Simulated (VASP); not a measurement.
GaN:

```xyz
2
Lattice="0.0000 2.2490 2.2490 2.3085 0.0000 2.2490 2.3085 2.2490 0.0000" Properties=species:S:1:pos:R:3 pbc="T T T"
Ga    0.0000    0.0000    0.0000
N     1.1543    1.1245    1.1245
```

This cell differs from its parent crystal: uniaxial x strain +2.6%.

Base run:

```yaml
Program: VASP 6.6.1
Functional: PBE
Potentials_or_basis: VASP PAW PBE potentials, release 64 (Ga_d, N)
Cutoff: 520 eV
k_mesh: 10 × 10 × 10
Occupations: fermi-dirac, width 0.02 eV
Spin: no spin polarisation
```

Its results: band gap on the k mesh 1.55 eV; pressure 1.3 GPa.

Problem. The run is repeated on the same cell with these changes: functional from PBE to r2SCAN; occupations from fermi-dirac, width 0.02 eV to gaussian, width 0.01 eV. What comes out?

Solution. Band gap on the k mesh 1.94 eV; pressure -3.9 GPa.

Caveats: the cell stands under tension (at least some runs); the PAW data sets were made with another functional, which shifts forces and pressure a little (at least some runs).

